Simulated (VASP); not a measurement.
Write the native input for VASP 6.6.1 that does the following.

```yaml
Task: single point
Functional: r2SCAN
Potentials_or_basis: VASP PAW PBE potentials, release 64 (Ni)
Cutoff: 520 eV
k_mesh: 9 × 9 × 4
Occupations: gaussian, width 0.1 eV
Spin: collinear spin, ferromagnetic start
Starting_moments: "[2.0, 2.0, 2.0, 2.0] μB"
Dipole_correction: no
Further_INCAR_settings: ALGO = Normal; EDIFF = 1e-07; NBANDS = 32
```

Crystal: Ni.

```
Ni
1.0
     2.68575    0.00000    0.00000
    -1.34288    2.32593    0.00000
     0.00000    0.00000    7.31486
Ni
4
Direct
  0.00000 0.00000 0.25000
  0.00000 0.00000 0.75000
  0.33333 0.66667 0.75000
  0.66667 0.33333 0.25000
```

This isn't the form of Ni at room conditions, which is fcc.

These files were run (other wordings do the same):

POSCAR

```
Ni
1.0
    2.6857546775      0.0000000000      0.0000000000
   -1.3428773387      2.3259317790      0.0000000000
    0.0000000000      0.0000000000      7.3148603004
Ni
4
Direct
    0.0000000000      0.0000000000      0.2500000000
    0.0000000000      0.0000000000      0.7500000000
    0.3333333333      0.6666666667      0.7500000000
    0.6666666667      0.3333333333      0.2500000000
```

INCAR.step1

```
SYSTEM = Ni
ALGO = Normal
EDIFF = 1E-4
ENCUT = 520
GGA = PE
ISMEAR = 0
ISPIN = 2
LASPH = .TRUE.
LCHARG = .FALSE.
LMAXMIX = 4
LREAL = .FALSE.
LWAVE = .TRUE.
MAGMOM = 2 2 2 2
NBANDS = 32
NELM = 150
PREC = Accurate
SIGMA = 0.1
```

INCAR.step2

```
SYSTEM = Ni
ALGO = Normal
EDIFF = 1E-7
ENCUT = 520
ISIF = 2
ISMEAR = 0
ISPIN = 2
ISTART = 1
LASPH = .TRUE.
LCHARG = .FALSE.
LMAXMIX = 4
LMIXTAU = .TRUE.
LORBIT = 11
LREAL = .FALSE.
LWAVE = .FALSE.
MAGMOM = 2 2 2 2
METAGGA = R2SCAN
NBANDS = 32
NELM = 150
PREC = Accurate
SIGMA = 0.1
```

KPOINTS

```
k-points
0
G
  9 9 4
  0 0 0
```

Potentials or basis: VASP PAW PBE potentials, release 64 (Ni).

Command:

```console
$ cat potpaw_PBE.64/Ni/POTCAR > POTCAR
$ cp INCAR.step1 INCAR
$ mpirun -np 1 vasp_std > vasp.out
$ cp INCAR.step2 INCAR
$ mpirun -np 1 vasp_std > vasp.out
```

Results of the run:

```json
{"Pressure": "260.0 GPa", "Net moment": "2.35 μB per cell", "Site moments": "Ni +0.57 μB"}
```

Caveat: atoms lie so close that the PAW spheres overlap strongly, which falsifies energies and pressures; the cell stands under pressure; the PAW data sets were made with another functional, which shifts forces and pressure a little.

Run time: 6.6 min on 1 thread of AMD EPYC 9R14 (Zen 4), with other jobs on the host, peak memory 0.19 GiB.
